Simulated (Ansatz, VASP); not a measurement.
**Two plane-wave programs on MgO**

File INCAR:

```
SYSTEM = MgO
  PREC = Accurate
  ENCUT = 840
  EDIFF = 1E-6
  ISMEAR = -1
  SIGMA = 0.01
  LREAL = .False.
  LASPH = .True.
  NELM = 120
  ALGO = Normal
  ISIF = 2
  LWAVE = .False.
  LCHARG = .False.
  GGA = PE
  NBANDS = 15
  GGA_COMPAT = .False.
```

The input KPOINTS:

```
regular mesh
0
Gamma
  9 9 9
  0 0 0
```

The input POSCAR:

```
MgO
1.0
    0.0000000000      2.1610000000      2.1610000000
    2.1610000000      0.0000000000      2.1610000000
    2.1610000000      2.1610000000      0.0000000000
Mg O
1 1
Direct
    0.0000000000      0.0000000000      0.0000000000
    0.5000000000      0.5000000000      0.5000000000
```

Input for Ansatz:

```yaml
crystal:
  lattice:
    - [0.0, 2.161, 2.161]
    - [2.161, 0.0, 2.161]
    - [2.161, 2.161, 0.0]
  atoms:
    - { symbol: Mg, position: [0.0, 0.0, 0.0] }
    - { symbol: O, position: [0.5, 0.5, 0.5] }
hamiltonian:
  xc: pbe
  pseudopotentials: { kind: paw }
basis:
  ecutwfc: 420
kpoints:
  mp_grid: { grid: [9, 9, 9] }
scf:
  occupations: { method: fermi_dirac, width: 0.01 }
  lower_state_search: "off"
  algorithm: density_mixing
  max_iter: 80
  mixing: {}
output:
  forces: true
  stress: true
```

Alike in both runs: task single point; functional PBE; k mesh 9 × 9 × 9; occupations fermi-dirac, width 0.01 eV; no spin polarisation.

```csv
,VASP,Ansatz
version,VASP 6.6.1,Ansatz 0.2.0
potentials or method,"VASP PAW PBE potentials, release 64 (Mg_sv, O), cutoff 840 eV","PAW, plane waves, scalar-relativistic"
valence electrons in the cell,16,16
```

|  | VASP | Ansatz | Ansatz less VASP |
| --- | --- | --- | --- |
| pressure (GPa) | -6.5 | -6.5 | +0.03 |
